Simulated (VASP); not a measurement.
# MoH3: single point with PBE

The system is MoH3.

```xyz
8
Lattice="0.0000 0.0000 2.9558 4.5897 0.0000 0.0000 -2.2948 3.9748 0.0000" Properties=species:S:1:pos:R:3 pbc="T T T"
H     2.7130    2.5307    2.2168
H     3.1300    0.3599    2.2168
H     1.0416    1.0842    2.2168
H    -0.4181    1.4441    0.7389
H    -0.8351    3.6148    0.7389
H     1.2533    2.8906    0.7389
Mo    0.0000    2.6498    2.2168
Mo    2.2948    1.3249    0.7389
```

```json
{
  "Program": "VASP 6.6.1",
  "Task": "single point",
  "Functional": "PBE",
  "Potentials or basis": "VASP PAW PBE potentials, release 64 (H, Mo_sv)",
  "Cutoff": "520 eV",
  "k mesh": "8 × 6 × 6",
  "Occupations": "gaussian, width 0.2 eV",
  "Spin": "no spin polarisation"
}
```

The pressure is 0.0 GPa and the largest force is 0.039 eV/Å. The band gap on the k mesh is zero (bands 17 and 18 overlap by 1.86 eV).

Forces on the atoms (eV/Å):
```
H   -0.015 -0.036  0.000
H   -0.024  0.031  0.000
H    0.038  0.005  0.000
H    0.015  0.036  0.000
H    0.024 -0.031  0.000
H   -0.038 -0.005  0.000
Mo   0.000  0.000  0.000
Mo   0.000  0.000  0.000
```

Stress tensor (GPa, compression positive):
```
 0.10  0.00  0.00
 0.00  0.10  0.00
 0.00  0.00 -0.05
```

Levels at points of the mesh, in eV from the Fermi level:
```csv
k point,band 15,band 16,band 17,band 18,band 19,band 20
"(0.00, 0.00, 0.00)",-2.00,-0.61,-0.61,1.37,1.37,1.82
"(0.50, 0.00, 0.00)",0.85,0.85,0.85,0.85,3.15,3.15
"(0.00, 0.50, 0.00)",-2.31,-1.01,-0.92,-0.47,0.89,1.20
"(0.50, 0.50, 0.00)",-1.33,-1.33,-0.65,-0.65,2.03,2.03
```

Run time: 72 s on 1 thread of Intel Xeon 8259CL (shared host), peak memory 0.21 GiB.
